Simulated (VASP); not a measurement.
# ZnO (P6_3mc) in VASP: further runs

Aim: see how the results for ZnO move with the level of theory and the settings. Levels: PBE-based screened hybrid with 15 % exact exchange, PBE-based global hybrid with 50 % exact exchange, PBE-based screened hybrid with 25 % exact exchange, PBE-based global hybrid with 40 % exact exchange, PBE-based screened hybrid with 50 % exact exchange, PBE-based screened hybrid with 20 % exact exchange. Tasks: single point.

Program: VASP 6.6.1. These are calculated values, not measurements. Logs are shortened: lines on timing, memory, paths and dates and some standing lists are left out, and cuts for length are marked.

**1. The cell of the first run**

Symmetry: P6_3mc, No. 186, hexagonal system. The conventional cell has a = 3.242 Å, b = 3.242 Å, c = 5.228 Å, α = 90.00°, β = 90.00°, γ = 120.00°. Within 2.6 Å of Zn (site symmetry 3m) lie 4 O at 1.98 Å. Within 2.6 Å of O (site symmetry 3m) lie 4 Zn at 1.98 Å.

**2. Single point, PBE-based screened hybrid with 15 % exact exchange**

Contents of POSCAR:

```
ZnO
1.0
    3.2419811878      0.0000000000      0.0000000000
   -1.6209905939      2.8076380673      0.0000000000
    0.0000000000      0.0000000000      5.2276401338
Zn O
2 2
Direct
    0.3333333333      0.6666666667      0.0014489149
    0.6666666667      0.3333333333      0.5014489149
    0.3333333333      0.6666666667      0.3806510851
    0.6666666667      0.3333333333      0.8806510851
```

Contents of INCAR.step1:

```
SYSTEM = ZnO
PREC = Accurate
ENCUT = 520
EDIFF = 1E-5
ISMEAR = 0
SIGMA = 0.05
LREAL = .False.
LASPH = .True.
NELM = 80
ALGO = Normal
ISIF = 2
LWAVE = .True.
LCHARG = .False.
NBANDS = 26
GGA = PE
LUSENCCL = .False.
```

Contents of INCAR.step2:

```
SYSTEM = ZnO
PREC = Accurate
ENCUT = 520
EDIFF = 1E-7
ISMEAR = 0
SIGMA = 0.05
LREAL = .False.
LASPH = .True.
NELM = 80
ALGO = Normal
ISIF = 2
LWAVE = .False.
LCHARG = .False.
GGA = PE
LHFCALC = .True.
AEXX = 0.15
HFSCREEN = 0.3
PRECFOCK = Normal
NBANDS = 26
ISTART = 1
LUSENCCL = .False.
```

Contents of KPOINTS:

```
Automatic mesh
0
Gamma
  4 4 4
  0 0 0
```

Potentials or basis: VASP PAW PBE potentials, release 64 (Zn, O).

Started as:

```
$ cat potpaw_PBE.64/Zn/POTCAR potpaw_PBE.64/O/POTCAR > POTCAR
$ cp INCAR.step1 INCAR
$ mpirun -np 1 vasp_std > vasp.out
$ cp INCAR.step2 INCAR
$ mpirun -np 1 vasp_std > vasp.out
```

OUTCAR:

```text
SYSTEM = ZnO
   PREC = Accurate
   ENCUT = 520
   EDIFF = 1E-7
   ISMEAR = 0
   LREAL = .False.
   LASPH = .True.
   NELM = 80
   ISIF = 2
   GGA = PE
   LHFCALC = .True.
   AEXX = 0.15
   HFSCREEN = 0.3
   PRECFOCK = Normal
   ISTART = 1

 ion  position               nearest neighbor table
   1  0.333  0.667  0.001-   4 1.98   4 1.98   4 1.98   3 1.98
   2  0.667  0.333  0.501-   3 1.98   3 1.98   3 1.98   4 1.98
   3  0.333  0.667  0.381-   2 1.98   2 1.98   2 1.98   1 1.98
   4  0.667  0.333  0.881-   1 1.98   1 1.98   1 1.98   2 1.98

  LATTYP: Found a hexagonal cell.
 ALAT       =     3.2419811878
 C/A-ratio  =     1.6124831796

  Lattice vectors:

 A1 = (   3.2419811878,   0.0000000000,   0.0000000000)
 A2 = (  -1.6209905939,   2.8076380673,   0.0000000000)
 A3 = (   0.0000000000,   0.0000000000,   5.2276401338)

Analysis of symmetry for initial positions (statically):
=====================================================================
 Subroutine PRICEL returns:
 Original cell was already a primitive cell.

 Routine SETGRP: Setting up the symmetry group for a
 hexagonal supercell.

 Subroutine GETGRP returns: Found 12 space group operations
 (whereof  6 operations were pure point group operations)
 out of a pool of 24 trial point group operations.

The static configuration has the point symmetry C_3v.
 The point group associated with its full space group is C_6v.

Analysis of symmetry for dynamics (positions and initial velocities):
=====================================================================
 Subroutine PRICEL returns:
 Original cell was already a primitive cell.

 Routine SETGRP: Setting up the symmetry group for a
 hexagonal supercell.

 Subroutine GETGRP returns: Found 12 space group operations
 (whereof  6 operations were pure point group operations)
 out of a pool of 24 trial point group operations.

The dynamic configuration has the point symmetry C_3v.
 The point group associated with its full space group is C_6v.

 Subroutine INISYM returns: Found 12 space group operations
 (whereof  6 operations are pure point group operations),
 and found     1 'primitive' translations

----------------------------------------------------------------------------------------

                                     Primitive cell

  volume of cell :      47.5836

  direct lattice vectors                    reciprocal lattice vectors
     3.241981188  0.000000000  0.000000000     0.308453363  0.178085632 -0.000000000
    -1.620990594  2.807638067  0.000000000     0.000000000  0.356171264  0.000000000
     0.000000000  0.000000000  5.227640134     0.000000000 -0.000000000  0.191290903

  length of vectors
     3.241981188  3.241981188  5.227640134     0.356171264  0.356171264  0.191290903

  position of ions in fractional coordinates (direct lattice)
     0.333333333  0.666666667  0.001448915
     0.666666667  0.333333333  0.501448915
     0.333333333  0.666666667  0.380651085
     0.666666667  0.333333333  0.880651085

  ion indices of the primitive-cell ions
   primitive index   ion index
                 1           1
                 2           2
                 3           3
                 4           4

----------------------------------------------------------------------------------------

 KPOINTS: Automatic mesh

Automatic generation of k-mesh.
 Grid dimensions read from file:
 generate k-points for:    4    4    4

 Generating k-lattice:

  Cartesian coordinates                     Fractional coordinates (reciprocal lattice)
     0.077113341  0.044521408 -0.000000000     0.250000000  0.000000000  0.000000000
     0.000000000  0.089042816  0.000000000     0.000000000  0.250000000  0.000000000
     0.000000000 -0.000000000  0.047822726     0.000000000  0.000000000  0.250000000

  Length of vectors
     0.089042816  0.089042816  0.047822726

  Shift w.r.t. Gamma in fractional coordinates (k-lattice)
     0.000000000  0.000000000  0.000000000

 Subroutine IBZKPT returns following result:
 ===========================================

 Found     12 irreducible k-points:

 Following reciprocal coordinates:
            Coordinates               Weight
  0.000000  0.000000  0.000000      1.000000
  0.250000  0.000000  0.000000      6.000000
  0.500000  0.000000  0.000000      3.000000
  0.250000  0.250000  0.000000      6.000000
  0.000000  0.000000  0.250000      2.000000
  0.250000  0.000000  0.250000     12.000000
  0.500000  0.000000  0.250000      6.000000
  0.250000  0.250000  0.250000     12.000000
  0.000000  0.000000  0.500000      1.000000
  0.250000  0.000000  0.500000      6.000000
  0.500000  0.000000  0.500000      3.000000
  0.250000  0.250000  0.500000      6.000000
   k-points           NKPTS =     12   k-points in BZ     NKDIM =     64   number of bands    NBANDS=     26
   number of dos      NEDOS =    301   number of ions     NIONS =      4
   total plane-waves  NPLWV =  23040
   dimension x,y,z NGX =    24 NGY =   24 NGZ =   40
   dimension x,y,z NGXF=    48 NGYF=   48 NGZF=   80
   ions per type =               2   2
   NGX,Y,Z   is equivalent  to a cutoff of  12.31, 12.31, 12.72 a.u.
   NGXF,Y,Z  is equivalent  to a cutoff of  24.61, 24.61, 25.44 a.u.
 SYSTEM =  ZnO
   PREC   = accura    normal or accurate (medium, high low for compatibility)
   ISTART =      1    job   : 0-new  1-cont  2-samecut
   ICHARG =      0    charge: 1-file 2-atom 10-const
   ISPIN  =      1    spin polarized calculation?
   LNONCOLLINEAR =      F non collinear calculations
   LSORBIT =      F    spin-orbit coupling
   LASPH  =      T    aspherical Exc in radial PAW
   ENCUT  =  520.0 eV  38.22 Ry    6.18 a.u.   6.03  6.03  9.72*2*pi/ulx,y,z
   NELM   =     80;   NELMIN=  2; NELMDL=  0     # of ELM steps
   EDIFF  = 0.1E-06   stopping-criterion for ELM
   LREAL  =      F    real-space projection
   EDIFFG = 0.1E-05   stopping-criterion for IOM
   NSW    =      0    number of steps for IOM
   IBRION =     -1    ionic relax: 0-MD 1-quasi-New 2-CG
   NFREE  =      0    steps in history (QN), initial steepest desc. (CG)
   ISIF   =      2    stress and relaxation
   ISYM   =      3    0-nonsym 1-usesym 2-fastsym
   POTIM  = 0.5000    time-step for ionic-motion
   TEBEG  =    0.0;   TEEND  =   0.0 temperature during run
   PSTRESS=    0.0 pullay stress
   NELECT =      36.0000    total number of electrons
   NUPDOWN=      -1.0000    fix difference up-down
   EMIN   =  10.00;   EMAX   =-10.00  energy-range for DOS
   EFERMI =   0.00;   METHOD = LEGACY
   ISMEAR =     0;   SIGMA  =   0.05  broadening in eV -4-tet -1-fermi 0-gaus
   EFERMI_NEDOS =   21; number of points for ismear=-14 and -15
   IALGO  =     38    algorithm
   IMIX   =      1    mixing-type and parameters
     AMIX     =   0.40;   BMIX     =  1.00
     AMIX_MAG =   1.60;   BMIX_MAG =  1.00
  volume/ion in A,a.u.               =      11.90        80.28
  Fermi-wavevector in a.u.,A,eV,Ry     =   1.491729  2.818959 30.276433  2.225255
  Thomas-Fermi vector in A             =   2.604347
   LORBIT       =      0    0 simple, 1 ext, 2 COOP (PROOUT), +10 PAW based schemes
   GGA     = PE    functional components
   LHFCALC =     T    Hartree Fock is set to
   PRECFOCK=normal    Normal, Fast or Accurate (Low or Medium for compatibility)
   ENCUT4O =  -1.0   cutoff for four orbital integrals eV
   NKREDX  =     1    reduce k-point grid by
   NKREDY  =     1    reduce k-point grid by
   NKREDZ  =     1    reduce k-point grid by
   AEXX    =    0.1500 exact exchange contribution
   HFSCREEN=    0.3000 screening length (either q_TF or 0.3 A-1)
   HFSCREENC=   0.3000 screening length for correlation (either q_TF or 0.3 A-1)
   ENCUTFOCK=  -1.0 apply spherical cutoff to Coloumb kernel
   IVDW    =     0    specifies the selected vdW correction
   LEPSILON=     F    determine dielectric tensor
   LRPA    =     F    only Hartree local field effects (RPA)
 non-spin polarized calculation
 Gauss-broadening in eV      SIGMA  =   0.05
  energy-cutoff  :      520.00
  volume of cell :       47.58
 maximum number of plane-waves:      1295
  NGX = 20; NGY = 20; NGZ = 30

 number of electron      36.0000028 magnetization

 Free energy of the ion-electron system (eV)
  ---------------------------------------------------
  ext. energy  EPLUGINS =         0.00000000
  ---------------------------------------------------
  free energy    TOTEN  =       -20.38969362 eV

  energy without entropy =      -20.38969362  energy(sigma->0) =      -20.38969362

 E-fermi :   0.8735     XC(G=0):  -9.7998

 val. band max:        0.5532423684   @ k =   0.0000   0.0000   0.0000
 cond. band min:       2.1994632122   @ k =   0.0000   0.0000   0.0000
 fundamental gap:      1.6462208438
 Fermi energy:         0.8734784131

 k-point     1 :       0.0000    0.0000    0.0000
  band No.  band energies     occupation
      1     -18.3531      2.00000
      2     -17.6185      2.00000
      3      -5.6821      2.00000
      4      -5.6821      2.00000
      5      -5.6440      2.00000
      6      -5.4857      2.00000
[... 18 lines left out ...]
     25      15.9008      0.00000
     26      15.9009      0.00000

 k-point     2 :       0.2500    0.0000    0.0000
  band No.  band energies     occupation
      1     -18.0430      2.00000
      2     -17.4955      2.00000
      3      -5.8452      2.00000
      4      -5.5541      2.00000
      5      -5.5264      2.00000
      6      -5.3734      2.00000
[... 18 lines left out ...]
     25      15.0823      0.00000
     26      15.9393      0.00000

 k-point     3 :       0.5000    0.0000    0.0000
  band No.  band energies     occupation
      1     -17.6542      2.00000
      2     -17.4295      2.00000
      3      -5.8138      2.00000
      4      -5.4696      2.00000
      5      -5.4269      2.00000
      6      -5.0201      2.00000
[... 18 lines left out ...]
     25      14.8308      0.00000
     26      16.0795      0.00000

 k-point     4 :       0.2500    0.2500    0.0000
  band No.  band energies     occupation
      1     -17.6648      2.00000
      2     -17.4240      2.00000
      3      -5.6815      2.00000
      4      -5.4824      2.00000
      5      -5.2534      2.00000
      6      -5.2045      2.00000
[... 18 lines left out ...]
     25      13.2271      0.00000
     26      16.1260      0.00000

 k-point     5 :       0.0000    0.0000    0.2500
  band No.  band energies     occupation
      1     -18.2502      2.00000
      2     -17.7307      2.00000
      3      -5.7144      2.00000
      4      -5.6655      2.00000
      5      -5.6655      2.00000
      6      -5.5625      2.00000
[... 18 lines left out ...]
     25      15.4734      0.00000
     26      15.4734      0.00000

 k-point     6 :       0.2500    0.0000    0.2500
  band No.  band energies     occupation
      1     -17.9630      2.00000
      2     -17.5756      2.00000
      3      -5.8869      2.00000
      4      -5.6782      2.00000
      5      -5.4926      2.00000
      6      -5.4179      2.00000
[... 18 lines left out ...]
     25      15.0893      0.00000
     26      15.6707      0.00000

 k-point     7 :       0.5000    0.0000    0.2500
  band No.  band energies     occupation
      1     -17.6169      2.00000
      2     -17.4576      2.00000
      3      -5.8771      2.00000
      4      -5.6806      2.00000
      5      -5.3629      2.00000
      6      -5.0494      2.00000
[... 18 lines left out ...]
     25      15.0040      0.00000
     26      15.8858      0.00000

 k-point     8 :       0.2500    0.2500    0.2500
  band No.  band energies     occupation
      1     -17.6254      2.00000
      2     -17.4548      2.00000
      3      -5.6713      2.00000
      4      -5.6143      2.00000
      5      -5.3013      2.00000
      6      -5.2732      2.00000
[... 18 lines left out ...]
     25      14.2365      0.00000
     26      16.9750      0.00000

 k-point     9 :       0.0000    0.0000    0.5000
  band No.  band energies     occupation
      1     -17.9950      2.00000
      2     -17.9950      2.00000
      3      -5.7772      2.00000
      4      -5.7772      2.00000
      5      -5.6090      2.00000
      6      -5.6090      2.00000
[... 18 lines left out ...]
     25      14.8487      0.00000
     26      14.8487      0.00000

 k-point    10 :       0.2500    0.0000    0.5000
  band No.  band energies     occupation
      1     -17.7693      2.00000
      2     -17.7693      2.00000
      3      -5.8902      2.00000
      4      -5.8902      2.00000
      5      -5.4029      2.00000
      6      -5.4029      2.00000
[... 18 lines left out ...]
     25      15.2674      0.00000
     26      15.2674      0.00000

 k-point    11 :       0.5000    0.0000    0.5000
  band No.  band energies     occupation
      1     -17.5326      2.00000
      2     -17.5326      2.00000
      3      -5.9041      2.00000
      4      -5.9041      2.00000
      5      -5.1891      2.00000
      6      -5.1891      2.00000
[... 18 lines left out ...]
     25      15.4345      0.00000
     26      15.4345      0.00000

 k-point    12 :       0.2500    0.2500    0.5000
  band No.  band energies     occupation
      1     -17.5356      2.00000
      2     -17.5356      2.00000
      3      -5.7227      2.00000
      4      -5.7227      2.00000
      5      -5.3256      2.00000
      6      -5.3256      2.00000
[... 18 lines left out ...]
     25      16.0035      0.00000
     26      16.0035      0.00000

------------------------ aborting loop because EDIFF is reached ----------------------------------------

  FORCE on cell =-STRESS in cart. coord.  units (eV):
  Direction    XX          YY          ZZ          XY          YZ          ZX
  --------------------------------------------------------------------------------------
  -------------------------------------------------------------------------------------
  Total        1.0948366      1.0948366      1.0030025      0.0000000      0.0000000     -0.0000000
  in kB       36.8640130     36.8640130     33.7718850      0.0000000      0.0000000     -0.0000000
  external PRESSURE =      35.8333037 kB  Pullay stress =       0.0000000 kB

 VOLUME and BASIS-vectors are now :
 -----------------------------------------------------------------------------
  energy-cutoff  :      520.00
  volume of cell :       47.58
      direct lattice vectors                 reciprocal lattice vectors
     3.241981188  0.000000000  0.000000000     0.308453363  0.178085632 -0.000000000
    -1.620990594  2.807638067  0.000000000     0.000000000  0.356171264  0.000000000
     0.000000000  0.000000000  5.227640134     0.000000000 -0.000000000  0.191290903

 POSITION                                       TOTAL-FORCE (eV/Angst)
 -----------------------------------------------------------------------------------
     -0.00000      1.87176      0.00757         0.000000     -0.000000     -0.005041
      1.62099      0.93588      2.62139        -0.000000      0.000000     -0.005041
     -0.00000      1.87176      1.98991         0.000000      0.000000      0.005041
      1.62099      0.93588      4.60373        -0.000000      0.000000      0.005041
 -----------------------------------------------------------------------------------
    total drift:                               -0.000000     -0.000001      0.000870

  FREE ENERGIE OF THE ION-ELECTRON SYSTEM (eV)
  ---------------------------------------------------
  free  energy   TOTEN  =       -20.3896936208 eV

  energy  without entropy=      -20.3896936208  energy(sigma->0) =      -20.38969362
```

Run time: 24 min. Hardware: 1 × NVIDIA H100 80GB with 1 thread of AMD EPYC 7R13 (Zen 3), shared host; peak memory 1.2 GiB.

What came out:

* Free energy: -20.3897 eV
* Pressure: 3.6 GPa
* Largest force: 0.005 eV/Å
* Band gap on the k mesh: 1.65 eV

Forces in eV/Å, atoms in the order of the input:
```
Zn   0.000  0.000 -0.005
Zn   0.000  0.000 -0.005
O    0.000  0.000  0.005
O    0.000  0.000  0.005
```

Caveat: the k points lie up to 0.56 Å⁻¹ apart; the PAW data sets were made with another functional, which shifts forces and pressure a little.

**3. Single point, PBE-based global hybrid with 50 % exact exchange**

POSCAR is that of step 2.

Contents of INCAR.step1:

```
PREC = Accurate
ENCUT = 520
EDIFF = 1E-5
ISMEAR = 0
SIGMA = 0.05
LREAL = F
LASPH = T
NELM = 80
ALGO = Normal
ISIF = 2
LWAVE = T
LCHARG = F
GGA = PE
NBANDS = 26
LUSENCCL = F
```

Contents of INCAR.step2:

```
PREC = Accurate
ENCUT = 520
EDIFF = 1E-6
ISMEAR = 0
SIGMA = 0.05
LREAL = F
LASPH = T
NELM = 80
ALGO = Normal
ISIF = 2
LWAVE = F
LCHARG = F
GGA = PE
LHFCALC = T
AEXX = 0.5
PRECFOCK = Normal
ISTART = 1
NBANDS = 26
LUSENCCL = F
```

Contents of KPOINTS:

```
regular mesh
0
Gamma
  4 4 4
```

Potentials or basis: VASP PAW PBE potentials, release 64 (Zn, O).

Started as:

```
$ cat potpaw_PBE.64/Zn/POTCAR potpaw_PBE.64/O/POTCAR > POTCAR
$ cp INCAR.step1 INCAR
$ mpirun -np 1 vasp_std > vasp.out
$ cp INCAR.step2 INCAR
$ mpirun -np 1 vasp_std > vasp.out
```

Run time: 25 min. Hardware: 1 × NVIDIA H100 80GB with 1 thread of AMD EPYC 7R13 (Zen 3), shared host; peak memory 1.2 GiB.

It converged, with:

| Property | Result |
| --- | --- |
| Free energy | -30.3520 eV |
| Pressure | -2.6 GPa |
| Largest force | 0.020 eV/Å |
| Band gap on the k mesh | 5.79 eV |

Forces on the atoms (eV/Å):
```
Zn   0.000  0.000 -0.020
Zn   0.000  0.000 -0.020
O    0.000  0.000  0.020
O    0.000  0.000  0.020
```

Stress tensor (GPa, compression positive):
```
-2.32  0.00  0.00
 0.00 -2.32  0.00
 0.00  0.00 -3.05
```

Levels at points of the mesh, in eV from the valence-band top:
| k point | band 16 | band 17 | band 18 | band 19 | band 20 | band 21 |
| --- | --- | --- | --- | --- | --- | --- |
| (0.00, 0.00, 0.00) | -0.02 | 0.00 | 0.00 | 5.79 | 10.81 | 13.92 |
| (0.50, 0.00, 0.00) | -2.47 | -1.48 | -0.91 | 11.39 | 12.05 | 12.74 |
| (0.00, 0.00, 0.50) | -0.44 | -0.44 | -0.44 | 8.65 | 8.65 | 15.85 |
| (0.50, 0.00, 0.50) | -1.67 | -1.51 | -1.51 | 10.90 | 10.90 | 14.54 |

Caveat: the k points lie up to 0.56 Å⁻¹ apart; the PAW data sets were made with another functional, which shifts forces and pressure a little.

[end of part 1 of 2]
